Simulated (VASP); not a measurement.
# P (I-4m2) in VASP: a series of runs, part 2 of 2

VASP 6.6.1.

**3. Relaxation of cell and atoms, PBE**

This run uses another cell than the first one, of 17.30 Å³/atom, 0.998 times its volume.

Input file INCAR:

```
  PREC = Accurate
  ENCUT = 600
  EDIFF = 1E-6
  ISMEAR = 0
  SIGMA = 0.1
  LREAL = False
  LASPH = True
  NELM = 100
  ALGO = Normal
  ISIF = 3
  LWAVE = False
  LCHARG = False
  GGA = PE
  IBRION = 2
  NSW = 100
  EDIFFG = -0.01
```

Input file KPOINTS:

```
Automatic mesh
0
Gamma
  10 10 10
```

Input file POSCAR:

```
P
1.0
   -3.2072379348      3.2072379348      2.1020444755
    3.2072379348     -3.2072379348      2.1020444755
    3.2072379348      3.2072379348     -2.1020444755
P
5
Direct
    0.0000000000      0.0000000000      0.0000000000
    0.1044318563      0.3639110417      0.7405208146
    0.6360889583      0.8955681437      0.2594791854
    0.6360889583      0.3766097729      0.7405208146
    0.6233902271      0.3639110417      0.2594791854
```

Potentials or basis: VASP PAW PBE potentials, release 64 (P).

Run with:

```console
cat potpaw_PBE.64/P/POTCAR > POTCAR
mpirun -np 1 vasp_std > vasp.out
```

OUTCAR:

```text
PREC = Accurate
   ENCUT = 600
   EDIFF = 1E-6
   ISMEAR = 0
   LREAL = False
   LASPH = True
   NELM = 100
   ISIF = 3
   GGA = PE
   IBRION = 2
   NSW = 100
   EDIFFG = -0.01

 ion  position               nearest neighbor table
   1  0.000  0.000  0.000-   2 2.26   3 2.26   5 2.26   4 2.26
   2  0.104  0.364  0.741-   1 2.26   4 2.38   3 2.38   3 2.62   4 2.62
   3  0.636  0.896  0.259-   1 2.26   5 2.38   2 2.38   2 2.62   5 2.62
   4  0.636  0.377  0.741-   1 2.26   2 2.38   5 2.38   5 2.62   2 2.62
   5  0.623  0.364  0.259-   1 2.26   3 2.38   4 2.38   4 2.62   3 2.62

  LATTYP: Found a body centered tetragonal cell.
 ALAT       =     6.4144758696
 C/A-ratio  =     0.6554064645

  Lattice vectors:

 A1 = (  -3.2072379348,   3.2072379348,   2.1020444755)
[... 458 lines left out ...]

 Free energy of the ion-electron system (eV)
  ---------------------------------------------------
  ext. energy  EPLUGINS =         0.00000000
  ---------------------------------------------------
  free energy    TOTEN  =       -25.85834682 eV

  energy without entropy =      -25.85030631  energy(sigma->0) =      -25.85432656

 E-fermi :   7.8973     XC(G=0): -10.3181

 val. band max:        7.8838355402   @ k =  -0.3000   0.2000   0.0000
 cond. band min:       7.9009896548   @ k =  -0.2000   0.4000   0.2000
 fundamental gap:      0.0171541146
 Fermi energy:         7.8972569420

 k-point     1 :       0.0000    0.0000    0.0000
  band No.  band energies     occupation
      1      -8.4354      2.00000
      2      -2.8279      2.00000
      3      -2.8279      2.00000
      4      -2.7745      2.00000
      5      -0.1733      2.00000
      6       1.3569      2.00000
[... 433 lines left out ...]
      3      -4.0701      2.00000
      4      -2.0434      2.00000
      5      -0.1736      2.00000
      6       0.7584      2.00000
[... 8 lines left out ...]
     15       9.6238      0.00000
     16      10.1772      0.00000

 [... further k-points ...]
[... 5 lines left out ...]
  --------------------------------------------------------------------------------------
  -------------------------------------------------------------------------------------
  Total       -0.0122902     -0.0122902      0.0030346      0.0000000      0.0000000      0.0000000
  in kB       -0.2276279     -0.2276279      0.0562038      0.0000000      0.0000000      0.0000000
  external PRESSURE =      -0.1330174 kB  Pullay stress =       0.0000000 kB
[... 20 lines left out ...]
  FREE ENERGIE OF THE ION-ELECTRON SYSTEM (eV)
  ---------------------------------------------------
  free  energy   TOTEN  =       -25.8583468238 eV

  energy  without entropy=      -25.8503063059  energy(sigma->0) =      -25.85432656

 reached required accuracy - stopping structural energy minimisation
```

OSZICAR:

```text
N       E                     dE             d eps       ncg     rms          rms(c)
DAV:   1     0.985997087597E+02    0.98600E+02   -0.11685E+04  3264   0.147E+03
DAV:   2    -0.198595228610E+02   -0.11846E+03   -0.11733E+03  4312   0.212E+02
DAV:   3    -0.259127751936E+02   -0.60533E+01   -0.59597E+01  4624   0.491E+01
[... 55 lines left out ...]
       N       E                     dE             d eps       ncg     rms          rms(c)
DAV:   1    -0.258583468489E+02   -0.30064E-04   -0.19046E-03  3624   0.243E-01    0.252E-02
DAV:   2    -0.258583500217E+02   -0.31728E-05   -0.12171E-04  4752   0.719E-02    0.123E-02
DAV:   3    -0.258583475269E+02    0.24948E-05   -0.63070E-06  4000   0.152E-02    0.489E-03
DAV:   4    -0.258583468238E+02    0.70307E-06   -0.15764E-06  2864   0.719E-03
   8 F= -.25858347E+02 E0= -.25854327E+02  d E =-.304194E-04
```

CONTCAR:

```text
P
   1.00000000000000
    -3.1907680514573369    3.1907680514573369    2.1241823585757262
     3.1907680514573369   -3.1907680514573369    2.1241823585757262
     3.1907680514573369    3.1907680514573369   -2.1241823585757262
  P
     5
Direct
     0.0000000000000000    0.0000000000000000    0.0000000000000000
     0.1017273643604480    0.3621316383331631    0.7395957260272848
     0.6378683616668367    0.8982726356395518    0.2604042739727152
     0.6378683616668367    0.3774640876941147    0.7395957260272848
     0.6225359123058853    0.3621316383331631    0.2604042739727152

  0.00000000E+00  0.00000000E+00  0.00000000E+00
  0.00000000E+00  0.00000000E+00  0.00000000E+00
  0.00000000E+00  0.00000000E+00  0.00000000E+00
  0.00000000E+00  0.00000000E+00  0.00000000E+00
  0.00000000E+00  0.00000000E+00  0.00000000E+00
```

It took 3.9 min on 1 thread of Intel Xeon 6975P-C (Granite Rapids), shared host; peak memory 0.31 GiB.

Results:

| Property | Result |
| --- | --- |
| Free energy | -25.8583 eV |
| Relaxed volume | 17.30 Å³/atom |
| Relaxed cell | a = 4.987 Å, b = 4.987 Å, c = 4.987 Å, α = 100.45°, β = 100.45°, γ = 129.58° |
| Space group after relaxing (to 0.05 Å) | I-4m2 (No. 119) |
| Energy gained by relaxing | 0.7 meV/atom |
| Ionic steps | 8 |
| Pressure after relaxing | 0.0 GPa |
| Largest force after relaxing | 0.006 eV/Å |

Forces in eV/Å, atoms in the order of the input:
```
P    0.000  0.000  0.000
P    0.000  0.006  0.002
P   -0.006  0.000 -0.002
P    0.006  0.000 -0.002
P    0.000 -0.006  0.002
```

Step by step:
```tsv
step	energy change (eV)	largest force (eV/Å)	pressure (GPa)	volume (Å³)
1	0.0000	0.0657	-0.28	86.49
2	-0.0021	0.0357	0.11	86.11
3	-0.0025	0.0183	0.34	85.90
4	-0.0033	0.0309	0.06	86.24
5	-0.0033	0.0390	-0.01	86.32
6	-0.0036	0.0207	0.00	86.40
7	-0.0037	0.0117	0.01	86.48
8	-0.0037	0.0059	-0.01	86.51
```

Final structure:
```
CELL_PARAMETERS angstrom
-3.19077 3.19077 2.12418
3.19077 -3.19077 2.12418
3.19077 3.19077 -2.12418
ATOMIC_POSITIONS crystal
P 0.00000 0.00000 0.00000
P 0.10173 0.36213 0.73960
P 0.63787 0.89827 0.26040
P 0.63787 0.37746 0.73960
P 0.62254 0.36213 0.26040
```

Levels at points of the mesh, in eV from the Fermi level:
| k point | band 8 | band 9 | band 10 | band 11 | band 12 | band 13 | band 14 | band 15 | band 16 |
| --- | --- | --- | --- | --- | --- | --- | --- | --- | --- |
| (0.00, 0.00, 0.00) | -4.60 | -4.60 | -4.13 | -3.85 | -3.85 | 0.48 | 0.59 | 0.59 | 0.72 |
| (0.50, 0.00, 0.00) | -6.04 | -3.45 | -3.03 | -2.06 | -1.38 | -0.34 | 0.89 | 0.96 | 2.92 |
| (0.50, 0.50, 0.00) | -5.29 | -4.98 | -3.73 | -1.41 | -0.83 | -0.37 | 0.15 | 0.65 | 1.84 |
| (0.50, 0.50, 0.50) | -2.96 | -2.32 | -1.58 | -1.58 | -0.52 | -0.52 | -0.50 | -0.20 | -0.20 |

Caveat: the bands computed are all filled at some k points, so no gap is given.

**4. Single point, PBE**

This run uses another cell than the first one, of 17.30 Å³/atom, 0.998 times its volume.

Input file INCAR:

```
SYSTEM = P
  PREC = Accurate
  ENCUT = 520
  EDIFF = 1E-6
  ISMEAR = 0
  SIGMA = 0.1
  LREAL = .False.
  LASPH = .True.
  NELM = 100
  ALGO = Normal
  ISIF = 2
  LWAVE = .False.
  LCHARG = .False.
  GGA = PE
  NBANDS = 20
```

Input file KPOINTS:

```
Automatic mesh
0
Gamma
  6 6 6
  0 0 0
```

Input file POSCAR:

```
P
1.0
   -3.2072379348      3.2072379348      2.1020444755
    3.2072379348     -3.2072379348      2.1020444755
    3.2072379348      3.2072379348     -2.1020444755
P
5
Direct
    0.0000000000      0.0000000000      0.0000000000
    0.8955681437      0.6360889583      0.2594791854
    0.3639110417      0.6233902271      0.2594791854
    0.3639110417      0.1044318563      0.7405208146
    0.3766097729      0.6360889583      0.7405208146
```

Run with:

```console
cat potpaw_PBE.64/P/POTCAR > POTCAR
mpirun -np 1 vasp_std > vasp.out
```

It took 20 s on 1 thread of Intel Xeon 6975P-C (Granite Rapids), shared host; peak memory 0.23 GiB.

It converged, with:

* Free energy: -25.8563 eV
* Pressure: -0.2 GPa
* Largest force: 0.035 eV/Å

Forces on the atoms (eV/Å):
```
P    0.000  0.000  0.000
P    0.000  0.002  0.035
P    0.002  0.000 -0.035
P   -0.002  0.000 -0.035
P    0.000 -0.002  0.035
```

Stress tensor (GPa, compression positive):
```
-0.15  0.00  0.00
 0.00 -0.15  0.00
 0.00  0.00 -0.33
```

Levels at points of the mesh, in eV from the Fermi level:
```
           k point  band 8  band 9  band 10  band 11  band 12  band 13  band 14  band 15  band 16  band 17
(0.00, 0.00, 0.00)   -4.45   -4.45    -3.97    -3.71    -3.71     0.55     0.70     0.70     0.86     1.91
(0.50, 0.00, 0.00)   -5.92   -3.38    -2.92    -1.91    -1.31    -0.30     1.01     1.07     3.02     3.84
(0.50, 0.50, 0.00)   -5.21   -4.75    -3.59    -1.24    -0.81    -0.19     0.27     0.72     2.01     2.10
(0.50, 0.50, 0.50)   -2.87   -2.06    -1.45    -1.45    -0.49    -0.38    -0.29    -0.07    -0.07     1.07
```

**5. Relaxation of cell and atoms, PBE**

This run uses another cell than the first one, of 22.07 Å³/atom, 1.273 times its volume.

Input file INCAR:

```
ALGO = Normal
EDIFF = 1E-6
EDIFFG = -0.04
ENCUT = 600
GGA = PE
IBRION = 2
ISIF = 3
ISMEAR = 0
LASPH = T
LCHARG = F
LREAL = F
LWAVE = F
NELM = 100
NSW = 90
PREC = Accurate
SIGMA = 0.1
```

Input file KPOINTS:

```
k-points
0
Gamma
  6 6 6
```

Input file POSCAR:

```
P
1.0
   -2.5387083000      2.5387083000      4.2797784000
    2.5387083000     -2.5387083000      4.2797784000
    2.5387083000      2.5387083000     -4.2797784000
P
5
Direct
    0.0000000000      0.0000000000      0.0000000000
    0.9937702400      0.7877773100      0.2059929300
    0.2122226900      0.4182156200      0.2059929300
    0.2122226900      0.0062297600      0.7940070700
    0.5817843800      0.7877773100      0.7940070700
```

Potentials or basis: VASP PAW PBE potentials, release 64 (P).

Run with:

```console
cat potpaw_PBE.64/P/POTCAR > POTCAR
mpirun -np 1 vasp_std > vasp.out
```

OUTCAR:

```text
EDIFF = 1E-6
   EDIFFG = -0.04
   ENCUT = 600
   GGA = PE
   IBRION = 2
   ISIF = 3
   ISMEAR = 0
   LASPH = T
   LREAL = F
   NELM = 100
   NSW = 90
   PREC = Accurate

 ion  position               nearest neighbor table
   1  0.000  0.000  0.000-   2 2.10   3 2.10   4 2.10   5 2.10
   2  0.994  0.788  0.206-   5 2.09   1 2.10   3 2.21   4 2.21
   3  0.212  0.418  0.206-   4 2.09   1 2.10   2 2.21   5 2.21
   4  0.212  0.006  0.794-   3 2.09   1 2.10   5 2.21   2 2.21
   5  0.582  0.788  0.794-   2 2.09   1 2.10   4 2.21   3 2.21

  LATTYP: Found a body centered tetragonal cell.
 ALAT       =     5.0774166000
 C/A-ratio  =     1.6858094331

  Lattice vectors:

 A1 = (  -2.5387083000,   2.5387083000,   4.2797784000)
 A2 = (   2.5387083000,  -2.5387083000,   4.2797784000)
 A3 = (   2.5387083000,   2.5387083000,  -4.2797784000)

Analysis of symmetry for initial positions (statically):
=====================================================================
 Subroutine PRICEL returns:
 Original cell was already a primitive cell.

 Routine SETGRP: Setting up the symmetry group for a
 body centered tetragonal supercell.

 Subroutine GETGRP returns: Found  8 space group operations
 (whereof  8 operations were pure point group operations)
 out of a pool of 16 trial point group operations.

The static configuration has the point symmetry D_2d.

Analysis of symmetry for dynamics (positions and initial velocities):
=====================================================================
[... 153 lines left out ...]
 NGX is ok and might be reduce to    48
   NGX = 23   NGY = 23   NGZ = 23

--------------------------------------- Ionic step        1  -------------------------------------------

 number of electron      25.0000000 magnetization

 Free energy of the ion-electron system (eV)
  ---------------------------------------------------
  ext. energy  EPLUGINS =         0.00000000
  ---------------------------------------------------
  free energy    TOTEN  =       -22.44624582 eV

  energy without entropy =      -22.43120549  energy(sigma->0) =      -22.43872565

 E-fermi :   5.5339     XC(G=0):  -8.5167

 val. band max:        5.5057081186   @ k =   0.3333   0.1667   0.1667
 cond. band min:       5.5353887409   @ k =  -0.1667   0.1667   0.0000
 fundamental gap:      0.0296806223
 Fermi energy:         5.5339027492

 k-point     1 :       0.0000    0.0000    0.0000
  band No.  band energies     occupation
      1     -11.8189      2.00000
      2      -8.2463      2.00000
      3      -6.6154      2.00000
      4      -4.9087      2.00000
      5      -4.9087      2.00000
      6      -1.7823      2.00000
[... 641 lines left out ...]
--------------------------------------- Ionic step        6  -------------------------------------------

 number of electron      25.0000001 magnetization

 Free energy of the ion-electron system (eV)
  ---------------------------------------------------
  ext. energy  EPLUGINS =         0.00000000
  ---------------------------------------------------
  free energy    TOTEN  =       -23.91284613 eV

  energy without entropy =      -23.89821302  energy(sigma->0) =      -23.90552958

 E-fermi :   3.0099     XC(G=0):  -7.5781

 val. band max:        2.9948223444   @ k =   0.3333   0.3333   0.1667
 cond. band min:       3.0368959583   @ k =  -0.3333   0.3333   0.1667
 fundamental gap:      0.0420736139
 Fermi energy:         3.0099258093

 k-point     1 :       0.0000    0.0000    0.0000
  band No.  band energies     occupation
      1     -12.0203      2.00000
      2      -8.2316      2.00000
      3      -7.8617      2.00000
      4      -6.9465      2.00000
      5      -6.9465      2.00000
      6      -2.6683      2.00000
[... 479 lines left out ...]
  FREE ENERGIE OF THE ION-ELECTRON SYSTEM (eV)
  ---------------------------------------------------
  free  energy   TOTEN  =       -23.9128461305 eV

  energy  without entropy=      -23.8982130238  energy(sigma->0) =      -23.90552958

 reached required accuracy - stopping structural energy minimisation
```

OSZICAR:

```text
N       E                     dE             d eps       ncg     rms          rms(c)
DAV:   1     0.121611676102E+03    0.12161E+03   -0.11214E+04   960   0.142E+03
[... 57 lines left out ...]
       N       E                     dE             d eps       ncg     rms          rms(c)
DAV:   1    -0.239134781599E+02   -0.20530E-02   -0.19496E-01   960   0.264E+00    0.476E-01
DAV:   2    -0.239132122063E+02    0.26595E-03   -0.20841E-02  1424   0.965E-01    0.124E-01
DAV:   3    -0.239129666496E+02    0.24556E-03   -0.14057E-03  1520   0.226E-01    0.922E-02
DAV:   4    -0.239128608692E+02    0.10578E-03   -0.39976E-04  1264   0.105E-01    0.270E-02
DAV:   5    -0.239128437914E+02    0.17078E-04   -0.10122E-04  1344   0.631E-02    0.109E-02
DAV:   6    -0.239128452119E+02   -0.14205E-05   -0.19283E-05  1296   0.261E-02    0.117E-02
DAV:   7    -0.239128461305E+02   -0.91861E-06   -0.16702E-06   632   0.877E-03
   6 F= -.23912846E+02 E0= -.23905530E+02  d E =-.528488E-02
```

CONTCAR:

```text
P
   1.00000000000000
    -2.7778424734207579    2.7778424734207579    4.5917439719928872
     2.7778424734207579   -2.7778424734207579    4.5917439719928872
     2.7778424734207579    2.7778424734207579   -4.5917439719928872
  P
     5
Direct
     0.0000000000000000    0.0000000000000000    0.0000000000000000
     0.0049638922402032    0.7854229096373898    0.2195409826028132
     0.2145770903626101    0.4341180729654234    0.2195409826028133
     0.2145770903626101    0.9950361077597968    0.7804590173971868
     0.5658819270345765    0.7854229096373898    0.7804590173971868

  0.00000000E+00  0.00000000E+00  0.00000000E+00
  0.00000000E+00  0.00000000E+00  0.00000000E+00
  0.00000000E+00  0.00000000E+00  0.00000000E+00
  0.00000000E+00  0.00000000E+00  0.00000000E+00
  0.00000000E+00  0.00000000E+00  0.00000000E+00
```

Run time: 2.3 min. Hardware: 1 thread of Intel Xeon 6975P-C (Granite Rapids), shared host; peak memory 0.33 GiB.

What came out:

```yaml
Free_energy: -23.9128 eV
Relaxed_volume: 28.35 Å³/atom
Relaxed_cell: a = 6.043 Å, b = 6.043 Å, c = 6.043 Å, α = 125.27°, β = 125.27°, γ = 81.10°
Space_group_after_relaxing_to_0.05_Å: I-4m2 (No. 119)
Energy_gained_by_relaxing: 293.3 meV/atom
Ionic_steps: 6
Pressure_after_relaxing: -0.1 GPa
Largest_force_after_relaxing: 0.021 eV/Å
```

Forces in eV/Å, atoms in the order of the input:
```
P    0.000  0.000  0.000
P    0.000  0.019  0.009
P    0.019  0.000 -0.009
P   -0.019  0.000 -0.009
P    0.000 -0.019  0.009
```

Step by step:
```csv
step,energy change (eV),largest force (eV/Å),pressure (GPa),volume (Å³)
1,0.0000,1.9335,16.75,110.33
2,-1.3814,0.1735,-2.34,151.43
3,-1.4603,0.1023,0.35,140.16
4,-1.4613,0.1131,0.00,141.38
5,-1.4652,0.0613,-0.07,141.56
6,-1.4666,0.0209,-0.13,141.73
```

Final structure:
```
CELL_PARAMETERS angstrom
-2.77784 2.77784 4.59174
2.77784 -2.77784 4.59174
2.77784 2.77784 -4.59174
ATOMIC_POSITIONS crystal
P 0.00000 0.00000 0.00000
P 0.00496 0.78542 0.21954
P 0.21458 0.43412 0.21954
P 0.21458 0.99504 0.78046
P 0.56588 0.78542 0.78046
```

Caveat: the volume moved by over 15 % at a fixed basis, so the end points are rough.

**6. Summary**

```tsv
task	cell	k mesh	cutoff (eV)	gap on the mesh (eV)	pressure (GPa)	relaxed volume (Å³/atom)	largest force (eV/Å)
single point	a = 4.991 Å, angles 100.5, 100.5, 129.6°, 5 atoms	10 × 10 × 10	520	none	-0.3	-	0.04
relaxation of cell and atoms	relaxed from a = 4.999 Å, angles 100.2, 100.2, 130.3°, 5 atoms	10 × 10 × 10	600	-	0.0	17.30	0.01
single point	a = 4.999 Å, angles 100.2, 100.2, 130.3°, 5 atoms	6 × 6 × 6	520	none	-0.2	-	0.03
relaxation of cell and atoms	relaxed from a = 5.586 Å, angles 125.9, 125.9, 80.0°, 5 atoms	6 × 6 × 6	600	none	-0.1	28.35	0.02
```

Alike in all rows: level PBE; potentials or basis VASP PAW PBE potentials, release 64 (P); no spin polarisation; smearing gaussian 0.1 eV.

Caveats: the bands computed are all filled at some k points, so no gap is given (some runs); the volume moved by over 15 % at a fixed basis, so the end points are rough (some runs).

Total energies depend on the potentials used, so only differences within one code and one set of settings carry meaning.
